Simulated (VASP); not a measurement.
Input of a VASP 6.6.1 run:

File INCAR:

```
SYSTEM = Zn
ALGO = Normal
EDIFF = 1E-7
ENCUT = 520
GGA = RP
ISIF = 2
ISMEAR = -1
IVDW = 12
LASPH = .True.
LCHARG = .False.
LREAL = .False.
LWAVE = .False.
NBANDS = 12
NELM = 100
PREC = Accurate
SIGMA = 0.05
```

The input KPOINTS:

```
k-points
0
Gamma
  12 12 12
  0 0 0
```

POSCAR

```
Zn
1.0
    0.0000000000      1.8188369401      1.8188369401
    1.8188369401      0.0000000000      1.8188369401
    1.8188369401      1.8188369401      0.0000000000
Zn
1
Direct
    0.0000000000      0.0000000000      0.0000000000
```

Potentials or basis: VASP PAW PBE potentials, release 64 (Zn).

Command:

```console
$ cat potpaw_PBE.64/Zn/POTCAR > POTCAR
$ mpirun -np 1 vasp_std > vasp.out
```

(1) What does it give for the band gap on the k mesh?

(2) Estimate the dispersion energy per atom.

(3) Predict the pressure.

Results:

(1) zero (band 6 reaches 7.52 eV, above the bottom of band 7 at 4.19 eV).

(2) -2.474 eV.

(3) 0.8 GPa.

Caveat: the PAW data sets were made with another functional, which shifts forces and pressure a little; pairwise dispersion overbinds metals, which lowers pressure and volume.
